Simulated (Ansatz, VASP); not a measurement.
**One calculation of Zr7CoO16, two programs**

```
Co Zr O
1.0
    10.28408    0.00000    0.00000
     5.14204    5.20869    0.00000
     4.29560    0.00000    5.24199
Co Zr O
1 7 16
Direct
  0.00682 0.05056 0.16295
  0.50802 0.04399 0.21546
  0.94160 0.53466 0.30222
  0.44145 0.54643 0.28741
  0.48191 0.95592 0.79673
  0.99060 0.95719 0.77753
  0.55941 0.44908 0.71084
  0.04998 0.46977 0.71099
  0.71529 0.31306 0.33931
  0.19150 0.32740 0.35504
  0.98780 0.83227 0.13956
  0.48686 0.81888 0.14735
  0.80427 0.68300 0.64845
  0.31220 0.66890 0.64090
  0.51226 0.17715 0.85734
  0.03507 0.16317 0.83766
  0.60493 0.76329 0.47854
  0.10391 0.76873 0.47308
  0.12044 0.24089 0.04188
  0.63559 0.24545 0.03231
  0.87756 0.27340 0.55502
  0.38364 0.25120 0.53253
  0.37613 0.72818 0.97441
  0.87277 0.73745 0.98249
```

Alike in both runs: task single point; functional PBEsol; k mesh 3 × 3 × 3; occupations gaussian, width 0.05 eV; collinear spin; Hubbard terms Co d U = 4.0 eV.

```csv
,VASP,Ansatz
version,VASP 6.6.1,Ansatz 0.2.0
potentials or method,"VASP PAW PBE potentials, release 64 (Co, Zr_sv, O), cutoff 600 eV","scalar-relativistic, plane waves, PAW"
valence electrons in the cell,189,197
```

VASP gave:

```
gap on the k mesh at the Fermi level (eV)                     : 0.52
least direct gap on the mesh (eV)                             : 0.57
pressure (GPa)                                                : -3.0
traceless stress, the component that is largest in VASP (GPa) : 1.84
rms of the force components (eV/Å)                            : 0.140
net moment per atom (μB)                                      : 0.21
size of the moment on the site where the two differ most (μB) : 3.23
```

**Question.** Estimate Ansatz's values.

**Answer.** gap on the k mesh at the Fermi level (eV): 0.38; least direct gap on the mesh (eV): 0.40; pressure (GPa): -2.5; traceless stress, the component that is largest in VASP (GPa): 1.98; rms of the force components (eV/Å): 0.179; net moment per atom (μB): 0.21; size of the moment on the site where the two differ most (μB): 2.95.

VASP's potentials were made for PBE, not for PBEsol. Site moments also hang on the region over which each program counts them. The programs project onto different local orbitals, so the same U acts differently, and such runs can settle in different states. Atom by atom the forces differ by 0.111 eV/Å (rms over components). VASP's potentials hold 189 valence electrons a cell and Ansatz's 197, so a difference there can come from the potentials and not from the codes. Ansatz's warnings: specified occupation not kept.
